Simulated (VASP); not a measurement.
# Si2Mo (I4/mmm) in VASP: relaxation of shape and atoms at fixed volume with PBE

Aim: the relaxation of shape and atoms at fixed volume of Si2Mo with PBE.

All numbers are computed with VASP 6.6.1; they aren't measurements. Logs are shortened: lines on timing, memory, paths and dates and some standing lists are left out, and cuts for length are marked.

## (1) The cell of the first run

The structure is tetragonal, space group I4/mmm (No. 139). The conventional cell has a = 3.249 Å, b = 3.249 Å, c = 7.951 Å, α = 90.00°, β = 90.00°, γ = 90.00°. Si (site symmetry 4mm) has 9 Si at 2.62 to 3.25 Å and 5 Mo at 2.65 to 2.66 Å within 3.5 Å. Within 3.5 Å of Mo (site symmetry 4/mmm) lie 10 Si at 2.65 to 2.66 Å and 4 Mo at 3.25 Å.

## (2) Relaxation of shape and atoms at fixed volume, PBE (13.99 Å³/atom)

File INCAR:

```
SYSTEM = Si2Mo
PREC     = Accurate       ! precision mode
ENCUT    = 600            ! plane-wave cutoff, eV
EDIFF    = 1E-7           ! SCF threshold, eV
ISMEAR   = 0              ! smearing method
SIGMA    = 0.1            ! smearing width, eV
LREAL    = .FALSE.        ! projectors in reciprocal space
LASPH    = .TRUE.         ! aspherical terms in the spheres
NELM     = 100            ! most SCF steps
ALGO     = Normal         ! electronic algorithm
ISIF     = 4              ! what is computed and relaxed
LWAVE    = .FALSE.        ! write WAVECAR
LCHARG   = .FALSE.        ! write CHGCAR
GGA      = PE             ! functional
IBRION   = 2              ! ionic algorithm
NSW      = 50             ! ionic steps
EDIFFG   = -0.01          ! ionic threshold
```

File KPOINTS:

```
regular mesh
0
G
  18 18 18
  0 0 0
```

File POSCAR:

```
Si2Mo
1.0
   -1.6243497105      1.6243497105      3.9754877790
    1.6243497105     -1.6243497105      3.9754877790
    1.6243497105      1.6243497105     -3.9754877790
Si Mo
2 1
Direct
    0.3350991260      0.3350991260      0.0000000000
    0.6649008740      0.6649008740      0.0000000000
    0.0000000000      0.0000000000      0.0000000000
```

Potentials or basis: VASP PAW PBE potentials, release 64 (Si, Mo_sv).

Launch:

```console
$ cat potpaw_PBE.64/Si/POTCAR potpaw_PBE.64/Mo_sv/POTCAR > POTCAR
$ mpirun -np 1 vasp_std > vasp.out
```

OUTCAR:

```text
SYSTEM = Si2Mo
   PREC = Accurate
   ENCUT = 600
   EDIFF = 1E-7
   ISMEAR = 0
   LREAL = .FALSE.
   LASPH = .TRUE.
   NELM = 100
   ISIF = 4
   GGA = PE
   IBRION = 2
   NSW = 50
   EDIFFG = -0.01

 ion  position               nearest neighbor table
   1  0.335  0.335  0.000-   2 2.62   3 2.65   3 2.65   3 2.65   3 2.65   3 2.66   2 2.67   2 2.67
                             2 2.67   2 2.67
   2  0.665  0.665  0.000-   1 2.62   3 2.65   3 2.65   3 2.65   3 2.65   3 2.66   1 2.67   1 2.67
                             1 2.67   1 2.67
   3  0.000  0.000  0.000-   2 2.65   2 2.65   1 2.65   1 2.65   2 2.65   2 2.65   1 2.65   1 2.65
                             1 2.66   2 2.66

  LATTYP: Found a body centered tetragonal cell.
 ALAT       =     3.2486994210
 C/A-ratio  =     2.4474334272

  Lattice vectors:

 A1 = (  -1.6243497105,   1.6243497105,   3.9754877790)
 A2 = (   1.6243497105,  -1.6243497105,   3.9754877790)
 A3 = (   1.6243497105,   1.6243497105,  -3.9754877790)

Analysis of symmetry for initial positions (statically):
=====================================================================
 Subroutine PRICEL returns:
 Original cell was already a primitive cell.

 Routine SETGRP: Setting up the symmetry group for a
 body centered tetragonal supercell.

 Subroutine GETGRP returns: Found 16 space group operations
 (whereof 16 operations were pure point group operations)
 out of a pool of 16 trial point group operations.

The static configuration has the point symmetry D_4h.

Analysis of symmetry for dynamics (positions and initial velocities):
=====================================================================
 Subroutine PRICEL returns:
 Original cell was already a primitive cell.

 Routine SETGRP: Setting up the symmetry group for a
 body centered tetragonal supercell.

 Subroutine GETGRP returns: Found 16 space group operations
 (whereof 16 operations were pure point group operations)
 out of a pool of 16 trial point group operations.

The dynamic configuration has the point symmetry D_4h.

 Subroutine INISYM returns: Found 16 space group operations
 (whereof 16 operations are pure point group operations),
 and found     1 'primitive' translations

----------------------------------------------------------------------------------------

                                     Primitive cell

  volume of cell :      41.9575

  direct lattice vectors                    reciprocal lattice vectors
    -1.624349710  1.624349710  3.975487779     0.000000000  0.307815489  0.125770730
     1.624349710 -1.624349710  3.975487779     0.307815489  0.000000000  0.125770730
     1.624349710  1.624349710 -3.975487779     0.307815489  0.307815489  0.000000000

  length of vectors
     4.591462408  4.591462408  4.591462408     0.332518649  0.332518649  0.435316839

  position of ions in fractional coordinates (direct lattice)
     0.335099126  0.335099126  0.000000000
     0.664900874  0.664900874  0.000000000
     0.000000000  0.000000000  0.000000000

  ion indices of the primitive-cell ions
   primitive index   ion index
                 1           1
                 2           2
                 3           3

----------------------------------------------------------------------------------------

 KPOINTS: regular mesh

Automatic generation of k-mesh.
 Grid dimensions read from file:
 generate k-points for:   18   18   18

 Generating k-lattice:

  Cartesian coordinates                     Fractional coordinates (reciprocal lattice)
     0.000000000  0.017100860  0.006987263     0.055555556  0.000000000  0.000000000
     0.017100860  0.000000000  0.006987263     0.000000000  0.055555556  0.000000000
     0.017100860  0.017100860  0.000000000     0.000000000  0.000000000  0.055555556

  Length of vectors
     0.018473258  0.018473258  0.024184269

  Shift w.r.t. Gamma in fractional coordinates (k-lattice)
     0.000000000  0.000000000  0.000000000

 Subroutine IBZKPT returns following result:
 ===========================================

 Found    480 irreducible k-points:

 Following reciprocal coordinates:
            Coordinates               Weight
  0.000000  0.000000  0.000000      1.000000
  0.055556  0.000000  0.000000      8.000000
  0.111111  0.000000  0.000000      8.000000
  0.166667  0.000000 -0.000000      8.000000
  0.222222  0.000000 -0.000000      8.000000
  0.277778  0.000000  0.000000      8.000000
[... 16 lines left out ...]
 -0.277778  0.055556  0.000000     16.000000
 -0.222222  0.055556  0.000000     16.000000
 [... further k-points ...]
   k-points           NKPTS =    480   k-points in BZ     NKDIM =    480   number of bands    NBANDS=     15
   number of dos      NEDOS =    301   number of ions     NIONS =      3
   total plane-waves  NPLWV =  64000
   dimension x,y,z NGX =    40 NGY =   40 NGZ =   40
   dimension x,y,z NGXF=    80 NGYF=   80 NGZF=   80
   ions per type =               2   1
   NGX,Y,Z   is equivalent  to a cutoff of  14.48, 14.48, 14.48 a.u.
   NGXF,Y,Z  is equivalent  to a cutoff of  28.97, 28.97, 28.97 a.u.
 SYSTEM =  Si2Mo
   PREC   = accura    normal or accurate (medium, high low for compatibility)
   ISTART =      0    job   : 0-new  1-cont  2-samecut
   ICHARG =      2    charge: 1-file 2-atom 10-const
   ISPIN  =      1    spin polarized calculation?
   LNONCOLLINEAR =      F non collinear calculations
   LSORBIT =      F    spin-orbit coupling
   LASPH  =      T    aspherical Exc in radial PAW
   ENCUT  =  600.0 eV  44.10 Ry    6.64 a.u.   9.17  9.17  9.17*2*pi/ulx,y,z
   NELM   =    100;   NELMIN=  2; NELMDL= -5     # of ELM steps
   EDIFF  = 0.1E-06   stopping-criterion for ELM
   LREAL  =      F    real-space projection
   EDIFFG = -.1E-01   stopping-criterion for IOM
   NSW    =     50    number of steps for IOM
   IBRION =      2    ionic relax: 0-MD 1-quasi-New 2-CG
   NFREE  =      1    steps in history (QN), initial steepest desc. (CG)
   ISIF   =      4    stress and relaxation
   ISYM   =      2    0-nonsym 1-usesym 2-fastsym
   POTIM  = 0.5000    time-step for ionic-motion
   TEBEG  =    0.0;   TEEND  =   0.0 temperature during run
   PSTRESS=    0.0 pullay stress
   NELECT =      22.0000    total number of electrons
   NUPDOWN=      -1.0000    fix difference up-down
   EMIN   =  10.00;   EMAX   =-10.00  energy-range for DOS
   EFERMI =   0.00;   METHOD = LEGACY
   ISMEAR =     0;   SIGMA  =   0.10  broadening in eV -4-tet -1-fermi 0-gaus
   EFERMI_NEDOS =   21; number of points for ismear=-14 and -15
   IALGO  =     38    algorithm
   IMIX   =      4    mixing-type and parameters
     AMIX     =   0.40;   BMIX     =  1.00
     AMIX_MAG =   1.60;   BMIX_MAG =  1.00
  volume/ion in A,a.u.               =      13.99        94.38
  Fermi-wavevector in a.u.,A,eV,Ry     =   1.320117  2.494660 23.711009  1.742710
  Thomas-Fermi vector in A             =   2.449967
   LORBIT       =      0    0 simple, 1 ext, 2 COOP (PROOUT), +10 PAW based schemes
   GGA     = PE    functional components
   LHFCALC =     F    Hartree Fock is set to
   AEXX    =    0.0000 exact exchange contribution
   IVDW    =     0    specifies the selected vdW correction
   LEPSILON=     F    determine dielectric tensor
   LRPA    =     F    only Hartree local field effects (RPA)
 conjugate gradient relaxation of ions
 non-spin polarized calculation
 Gauss-broadening in eV      SIGMA  =   0.10
  energy-cutoff  :      600.00
  volume of cell :       41.96
 maximum number of plane-waves:      1436
 NGX is ok and might be reduce to    40
   NGX = 19   NGY = 19   NGZ = 19

--------------------------------------- Ionic step        1  -------------------------------------------

 number of electron      21.9999999 magnetization

 Free energy of the ion-electron system (eV)
  ---------------------------------------------------
  ext. energy  EPLUGINS =         0.00000000
  ---------------------------------------------------
  free energy    TOTEN  =       -23.24124806 eV

  energy without entropy =      -23.24007260  energy(sigma->0) =      -23.24066033

------------------------ aborting loop because EDIFF is reached ----------------------------------------

  FORCE on cell =-STRESS in cart. coord.  units (eV):
  Direction    XX          YY          ZZ          XY          YZ          ZX
  --------------------------------------------------------------------------------------
  -------------------------------------------------------------------------------------
  Total       -1.4087938     -1.4087938     -1.6080355      0.0000000      0.0000000      0.0000000
  in kB      -53.7958189    -53.7958189    -61.4040079      0.0000000      0.0000000      0.0000000
  external PRESSURE =     -56.3318819 kB  Pullay stress =       0.0000000 kB

 VOLUME and BASIS-vectors are now :
 -----------------------------------------------------------------------------
  energy-cutoff  :      600.00
  volume of cell :       41.96
      direct lattice vectors                 reciprocal lattice vectors
    -1.624349710  1.624349710  3.975487779     0.000000000  0.307815489  0.125770730
     1.624349710 -1.624349710  3.975487779     0.307815489  0.000000000  0.125770730
     1.624349710  1.624349710 -3.975487779     0.307815489  0.307815489  0.000000000
[... 75 lines left out ...]
 POSITION                                       TOTAL-FORCE (eV/Angst)
 -----------------------------------------------------------------------------------
      0.00000      0.00000      2.66224        -0.000000     -0.000000      0.017765
      0.00000      0.00000      5.27490         0.000000      0.000000     -0.017765
      0.00000      0.00000      0.00000        -0.000000     -0.000000      0.000000
 -----------------------------------------------------------------------------------
    total drift:                               -0.000000      0.000000      0.000000

  FREE ENERGIE OF THE ION-ELECTRON SYSTEM (eV)
  ---------------------------------------------------
  free  energy   TOTEN  =       -23.2415844967 eV

  energy  without entropy=      -23.2404036913  energy(sigma->0) =      -23.24099409

--------------------------------------- Ionic step        4  -------------------------------------------

 number of electron      21.9999999 magnetization

 Free energy of the ion-electron system (eV)
  ---------------------------------------------------
  ext. energy  EPLUGINS =         0.00000000
  ---------------------------------------------------
  free energy    TOTEN  =       -23.24161414 eV

  energy without entropy =      -23.24042901  energy(sigma->0) =      -23.24102157

 E-fermi :  11.6287     XC(G=0): -12.2292

 val. band max:       11.6228224476   @ k =  -0.1111  -0.1111   0.0556
 cond. band min:      11.6362865064   @ k =  -0.1667  -0.1667   0.1111
 fundamental gap:      0.0134640589
 Fermi energy:        11.6286772541

 k-point     1 :       0.0000    0.0000    0.0000
  band No.  band energies     occupation
      1     -49.1389      2.00000
      2     -23.2578      2.00000
      3     -23.2113      2.00000
      4     -23.2113      2.00000
      5      -1.4511      2.00000
      6       5.5035      2.00000
      7       8.1940      2.00000
      8       8.7744      2.00000
      9       9.1333      2.00000
     10       9.1333      2.00000
     11      11.9618      0.00000
     12      14.5390      0.00000
     13      14.9846      0.00000
     14      14.9846      0.00000
     15      14.9988      0.00000
[... 397 lines left out ...]
 k-point    24 :      -0.2222    0.0556    0.0000
  band No.  band energies     occupation
      1     -49.1324      2.00000
      2     -23.3000      2.00000
      3     -23.2497      2.00000
      4     -23.2093      2.00000
      5      -0.6176      2.00000
      6       5.4793      2.00000
      7       6.7842      2.00000
      8       8.5507      2.00000
      9       9.1452      2.00000
     10       9.8891      2.00000
     11      10.3802      2.00000
     12      13.3043      0.00000
     13      13.6475      0.00000
     14      15.5940      0.00000
     15      15.8112      0.00000

 [... further k-points ...]
[... 5 lines left out ...]
  --------------------------------------------------------------------------------------
  -------------------------------------------------------------------------------------
  Total       -1.4513289     -1.4513289     -1.4475907      0.0000000      0.0000000     -0.0000000
  in kB      -55.4200554    -55.4200554    -55.2773069      0.0000000      0.0000000     -0.0000000
  external PRESSURE =     -55.3724726 kB  Pullay stress =       0.0000000 kB

 VOLUME and BASIS-vectors are now :
 -----------------------------------------------------------------------------
  energy-cutoff  :      600.00
  volume of cell :       41.96
      direct lattice vectors                 reciprocal lattice vectors
    -1.625452310  1.625452310  3.970096192     0.000000000  0.307606687  0.125941533
     1.625452310 -1.625452310  3.970096192     0.307606687  0.000000000  0.125941533
     1.625452310  1.625452310 -3.970096192     0.307606687  0.307606687  0.000000000

 POSITION                                       TOTAL-FORCE (eV/Angst)
 -----------------------------------------------------------------------------------
      1.62545      1.62545     -1.30579         0.000000      0.000000      0.000731
      0.00000      0.00000      5.27588        -0.000000     -0.000000     -0.000731
      1.62545      1.62545     -3.97010         0.000000      0.000000     -0.000000
 -----------------------------------------------------------------------------------
    total drift:                                0.000000      0.000000     -0.000000

  FREE ENERGIE OF THE ION-ELECTRON SYSTEM (eV)
  ---------------------------------------------------
  free  energy   TOTEN  =       -23.2416141383 eV

  energy  without entropy=      -23.2404290104  energy(sigma->0) =      -23.24102157

 reached required accuracy - stopping structural energy minimisation
```

Wall time 9.3 min (1 thread of Intel Xeon 6975P-C (Granite Rapids), shared host); peak memory 0.55 GiB.

What came out:

* Free energy: -23.2416 eV
* Energy gained by relaxing: 0.1 meV/atom
* Ionic steps: 4
* Pressure after relaxing: -5.5 GPa
* Band gap on the k mesh: zero (bands 11 and 12 overlap by 0.91 eV)

Step by step:
```
step  energy change (eV)  largest force (eV/Å)  pressure (GPa)  volume (Å³)
   1              0.0000                0.0640           -5.63        41.96
   2             -0.0003                0.0071           -5.53        41.96
   3             -0.0003                0.0178           -5.55        41.96
   4             -0.0004                0.0007           -5.54        41.96
```

Final structure:
```
Si Mo
1.0
    -1.62545    1.62545    3.97010
     1.62545   -1.62545    3.97010
     1.62545    1.62545   -3.97010
Si Mo
2 1
Direct
  0.33555 0.33555 0.00000
  0.66445 0.66445 0.00000
  0.00000 0.00000 0.00000
```
